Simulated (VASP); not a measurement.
Input of a VASP 6.6.1 run:

The input INCAR:

```
SYSTEM = H19C2NO8
  PREC = Accurate
  ENCUT = 520
  EDIFF = 1E-7
  ISMEAR = -1
  SIGMA = 0.02
  LREAL = Auto
  LASPH = .True.
  NELM = 80
  ALGO = Normal
  ISIF = 2
  LWAVE = .False.
  LCHARG = .False.
  GGA = PE
  IVDW = 12
  NBANDS = 61
```

Contents of KPOINTS:

```
regular mesh
0
Gamma
  1 1 1
  0 0 0
```

POSCAR

```
H19C2NO8
1.0
    5.8497000000      0.0000000000      0.0000000000
    0.0000000000      5.8497000000      0.0000000000
    0.0000000000      0.0000000000      5.8497000000
O H C N
8 19 2 1
Direct
    1.1044327060      0.9544079184      0.5785937740
    0.3427697147      0.1110826196      0.2175154281
    0.3095030514      0.5473614031      0.4320392499
    0.6764278510      0.8574456810      0.4592885105
    0.8889173804      0.3091953434      0.2672615690
    0.9369711267      0.7692360292      1.0543104775
    0.7909807341      0.5030172487      0.6523753355
    0.1452040276      0.3613860540      0.8488469494
    0.9325264543      0.8833615399      0.5890045643
    1.1971383148      1.0549771783      0.2999982905
    0.2330034019      0.4261244166      0.3411627947
    0.5269842898      0.1061763851      0.3225635503
    0.2577226183      0.4966579483      0.9247311828
    0.3878489495      0.4434928287      0.5321127579
    0.6175017522      0.6962408329      0.4330820384
    0.8033403422      0.8409320136      0.3649759817
    0.7291143136      0.2573636255      0.2972118228
    0.8525394465      0.3489409713      0.1037660051
    1.0241038002      0.6804793408      1.1563328034
    0.7630818674      0.7318665914      1.1029796400
    0.9433304272      0.5221293400      0.6098261449
    0.7270287365      0.5263688736      0.7975793630
    0.1238012206      0.2216523924      0.9497752021
    0.0315058892      0.1162965622      0.6297758859
    0.7223447356      0.1900952186      0.9000119664
    0.5385404380      0.1577516796      0.6177068910
    0.4806400328      0.3001521446      0.9101150486
    0.5616356394      0.1308443168      0.8073234525
    0.5140776450     -0.1081935826      0.8714293041
    0.4582457220     -0.3094175770      0.9140468742
```

Potentials or basis: VASP PAW PBE potentials, release 64 (O, H, C, N).

Run with:

```console
$ cat potpaw_PBE.64/O/POTCAR potpaw_PBE.64/H/POTCAR potpaw_PBE.64/C/POTCAR potpaw_PBE.64/N/POTCAR > POTCAR
$ mpirun -np 1 vasp_gam > vasp.out
```

Problem. What does it give for the pressure?

Solution. -1.6 GPa.

Problem. Estimate the dispersion energy per atom.

Solution. -0.062 eV.

Forces on the atoms (eV/Å):
```
O   -4.789  2.186  1.231
O    2.166  0.431  1.390
O   -0.544 -0.345 -0.968
O   -2.124 -0.568 -0.190
O   -2.082 -0.010 -1.884
O   -4.089  0.500  0.337
O   -2.959 -1.445 -2.498
O    0.730  0.770  1.959
H    3.055  0.443  0.193
H    2.135  0.029  0.706
H    0.297  0.379 -0.176
H   -4.954 -1.507 -1.597
H   -1.693 -2.058 -1.155
H    0.394 -0.043  0.961
H   -0.624  1.081  0.934
H    2.451  0.572 -1.935
H    1.135  0.446  0.836
H    1.325  0.092  0.824
H    1.183 -0.921  1.045
H    3.124  0.571 -1.244
H    2.156  0.206  0.876
H    0.638  1.011  1.310
H    1.087  1.527 -0.531
H    2.039 -2.228 -0.842
H    0.004 -1.449 -1.826
H    0.681 -0.170  1.643
H   -0.214 -2.978 -1.369
C    0.605  0.955  1.897
C   -2.783 -4.010  0.933
N    1.652  6.535 -0.859
```

Caveat: the k points lie up to 1.07 Å⁻¹ apart, too coarse for converged energies, forces and pressures; the atoms stand as in a frame of molecular dynamics.
